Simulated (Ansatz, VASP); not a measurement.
**Two plane-wave programs on NiO2**

```
Ni O
1.0
     2.61922    0.00000    0.00000
    -1.30961    2.26831    0.00000
     0.00000    0.00000   12.24444
Ni O
2 4
Direct
  0.00000 0.00000 0.00000
  0.00000 0.00000 0.50000
  0.66667 0.33333 0.08609
  0.66667 0.33333 0.41391
  0.33333 0.66667 0.91391
  0.33333 0.66667 0.58609
```

Alike in both runs: task single point; functional PBEsol; k mesh 12 × 12 × 4; occupations gaussian, width 0.05 eV; no spin polarisation.

```csv
,VASP,Ansatz
version,VASP 6.6.1,Ansatz 0.2.0
potentials or method,"VASP PAW PBE potentials, release 64 (Ni, O), cutoff 520 eV","scalar-relativistic, plane waves, PAW"
valence electrons in the cell,44,60
```

```csv
,VASP,Ansatz,Ansatz less VASP
gap on the k mesh at the Fermi level (eV),1.47,1.50,+0.026
least direct gap on the mesh (eV),1.55,1.56,+0.018
pressure (GPa),9.8,9.1,-0.66
"traceless stress, the component that is largest in VASP (GPa)",-16.59,-16.70,-0.113
rms of the force components (eV/Å),0.332,0.383,+0.0506
```

VASP's potentials were made for PBE, not for PBEsol. Atom by atom the forces differ by 0.051 eV/Å (rms over components). With one functional, cell and mesh, what is left measures potentials, basis and numerics. VASP's potentials hold 44 valence electrons a cell and Ansatz's 60, so a difference there can come from the potentials and not from the codes.
